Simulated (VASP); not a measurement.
# HgTe (Fm-3m) in VASP: further runs, part 2 of 2

VASP 6.6.1. Earlier steps stand in the parts before.

## 7. Relaxation of cell and atoms, revPBE, non-collinear spin, zero start, spin-orbit coupling

This run uses another cell than the first one, of 32.16 Å³/atom.

The input, INCAR:

```
SYSTEM = HgTe
  PREC = Accurate
  ENCUT = 600
  EDIFF = 1E-7
  ISMEAR = 1
  SIGMA = 0.1
  LREAL = .FALSE.
  LASPH = .TRUE.
  NELM = 150
  ALGO = Normal
  ISIF = 3
  LWAVE = .FALSE.
  LCHARG = .FALSE.
  MAGMOM = 0 0 0 0 0 0
  LORBIT = 11
  LSORBIT = .TRUE.
  GGA_COMPAT = .FALSE.
  LORBMOM = .TRUE.
  GGA = RE
  IBRION = 2
  NSW = 60
  EDIFFG = -0.01
```

The input, KPOINTS:

```
regular mesh
0
G
  7 7 7
  0 0 0
```

The input, POSCAR:

```
HgTe
1.0
    0.0000000000      3.1800000000      3.1800000000
    3.1800000000      0.0000000000      3.1800000000
    3.1800000000      3.1800000000      0.0000000000
Hg Te
1 1
Direct
    0.0000000000      0.0000000000      0.0000000000
    0.5000000000      0.5000000000      0.5000000000
```

Potentials or basis: VASP PAW PBE potentials, release 64 (Hg, Te).

The run is started by

```bash
$ cat potpaw_PBE.64/Hg/POTCAR potpaw_PBE.64/Te/POTCAR > POTCAR
$ mpirun -np 1 vasp_ncl > vasp.out
```

OUTCAR:

```text
SYSTEM = HgTe
   PREC = Accurate
   ENCUT = 600
   EDIFF = 1E-7
   ISMEAR = 1
   LREAL = .FALSE.
   LASPH = .TRUE.
   NELM = 150
   ISIF = 3
   LORBIT = 11
   LSORBIT = .TRUE.
   GGA = RE
   IBRION = 2
   NSW = 60
   EDIFFG = -0.01

 ion  position               nearest neighbor table
   1  0.000  0.000  0.000-   2 3.18   2 3.18   2 3.18   2 3.18   2 3.18   2 3.18
   2  0.500  0.500  0.500-   1 3.18   1 3.18   1 3.18   1 3.18   1 3.18   1 3.18

  LATTYP: Found a face centered cubic cell.
 ALAT       =     6.3600000000

[... 959 lines left out ...]
     0.0000000    -0.0000630     0.0000000    -0.0000630     0.0000000
    -0.0000068    -0.0000068    -0.0000630     0.0000000    -0.0000210
    -0.0000841    -0.0000210     0.0000000    -0.0000210     0.0000000
 l=   3
     0.0000000     0.0000000     0.0000000     0.0000000     0.0000000     0.0000000     0.0000000
     0.0000000     0.0000000     0.0000000     0.0000000     0.0000000     0.0000000     0.0000000
     0.0000000     0.0000000     0.0000000     0.0000000     0.0000000     0.0000000     0.0000000
     0.0000000     0.0000000     0.0000000     0.0000000     0.0000000     0.0000000     0.0000000
     0.0000000     0.0000000     0.0000000     0.0000000     0.0000000     0.0000000     0.0000000
     0.0000000     0.0000000     0.0000000     0.0000000     0.0000000     0.0000000     0.0000000
     0.0000000     0.0000000     0.0000000     0.0000000     0.0000000     0.0000000     0.0000000

 total charge

# of ion       s       p       d       tot
------------------------------------------
    1        0.769   0.284   9.356  10.409
    2        1.401   1.868   0.028   3.296
--------------------------------------------------
tot          2.170   2.152   9.384  13.705

 magnetization (x)

# of ion       s       p       d       tot
------------------------------------------
    1       -0.000  -0.000   0.000  -0.000
    2        0.000  -0.000   0.000   0.000
--------------------------------------------------
tot          0.000  -0.000   0.000   0.000

 magnetization (y)

# of ion       s       p       d       tot
------------------------------------------
    1        0.000  -0.000   0.000  -0.000
    2        0.000  -0.000  -0.000  -0.000
--------------------------------------------------
tot          0.000  -0.000  -0.000  -0.000

 magnetization (z)

# of ion       s       p       d       tot
------------------------------------------
    1       -0.000  -0.000   0.000  -0.000
    2        0.000  -0.000   0.000   0.000
--------------------------------------------------
tot          0.000  -0.000   0.000   0.000
```

It took 2.4 min on 1 thread of AMD EPYC 9R45 (Zen 5), shared host; peak memory 0.39 GiB.

Results:

| Quantity | Value |
| --- | --- |
| Free energy | -3.0502 eV |
| Relaxed volume | 29.91 Å³/atom |
| Relaxed cell | a = 4.390 Å, b = 4.390 Å, c = 4.390 Å, α = 60.00°, β = 60.00°, γ = 60.00° |
| Space group after relaxing (to 0.1 Å) | Fm-3m (No. 225) |
| Energy gained by relaxing | 18.1 meV/atom |
| Ionic steps | 3 |
| Pressure after relaxing | 0.0 GPa |
| Net moment | 0.00 μB per cell |
| Valence electrons inside the program's atomic spheres | Hg 10.41; Te 3.30 |

The path:
| step | energy change (eV) | largest force (eV/Å) | pressure (GPa) | volume (Å³) |
| --- | --- | --- | --- | --- |
| 1 | 0.0000 | 0.0000 | -2.37 | 64.31 |
| 2 | -0.0362 | 0.0000 | -0.12 | 59.99 |
| 3 | -0.0363 | 0.0000 | 0.00 | 59.82 |

Final structure:
```cif
data_structure
_symmetry_space_group_name_H-M 'P 1'
_symmetry_Int_Tables_number 1
_cell_length_a 4.3898
_cell_length_b 4.3898
_cell_length_c 4.3898
_cell_angle_alpha 60.000
_cell_angle_beta 60.000
_cell_angle_gamma 60.000
_cell_volume 59.82
loop_
_atom_site_label
_atom_site_type_symbol
_atom_site_fract_x
_atom_site_fract_y
_atom_site_fract_z
_atom_site_occupancy
Hg1 Hg 0.00000 0.00000 0.00000 1
Te1 Te 0.50000 0.50000 0.50000 1
```

Moments on the atoms (μB; x, y, z):
```
Hg  0.00 0.00 0.00
Te  0.00 0.00 0.00
```

Caveat: the PAW data sets were made with another functional, which shifts forces and pressure a little.

## 8. Summary

| task | level | spin | cell | k mesh | cutoff (eV) | smearing | grid for exact exchange (PRECFOCK) | share of exact exchange | screening parameter | gap on the mesh (eV) | pressure (GPa) | moment (μB) | relaxed volume (Å³/atom) |
| --- | --- | --- | --- | --- | --- | --- | --- | --- | --- | --- | --- | --- | --- |
| single point | PBE-based screened hybrid with 25 % exact exchange | off | a = 4.339 Å, angles 60.0°, 2 atoms | 4 × 4 × 4 | 520 | fermi-dirac 0.05 eV | Normal | 0.25 | 0.3 1/Å | none | -0.1 | - | - |
| single point | RPBE | off | a = 4.403 Å, angles 60.0°, 2 atoms | 7 × 7 × 7 | 520 | fermi-dirac 0.025 eV | - | - | - | none | 0.1 | - | - |
| relaxation of cell and atoms | RPBE | off | relaxed from a = 4.497 Å, angles 60.0°, 2 atoms | 7 × 7 × 7 | 600 | fermi-dirac 0.025 eV | - | - | - | none | 0.0 | - | 30.27 |
| single point | revPBE | non-collinear, zero start, SOC | a = 4.379 Å, angles 60.0°, 2 atoms | 7 × 7 × 7 | 520 | methfessel-paxton 0.1 eV | - | - | - | - | 0.3 | 0.00 | - |
| single point | PBE | non-collinear, zero start, SOC | a = 4.497 Å, angles 60.0°, 2 atoms | 7 × 7 × 7 | 520 | gaussian 0.15 eV | - | - | - | - | -3.6 | 0.00 | - |
| relaxation of cell and atoms | revPBE | non-collinear, zero start, SOC | relaxed from a = 4.497 Å, angles 60.0°, 2 atoms | 7 × 7 × 7 | 600 | methfessel-paxton 0.1 eV | - | - | - | - | 0.0 | 0.00 | 29.91 |

Alike in all rows: potentials or basis VASP PAW PBE potentials, release 64 (Hg, Te).

Caveats: some runs use coarse meshes; the PAW data sets were made with another functional, which shifts forces and pressure a little (at least some runs); spin-orbit coupling is left out, which moves the levels of the heavy elements (at least some runs); the cell stands under tension (at least some runs).

Total energies depend on the potentials used, so only differences within one code and one set of settings carry meaning.
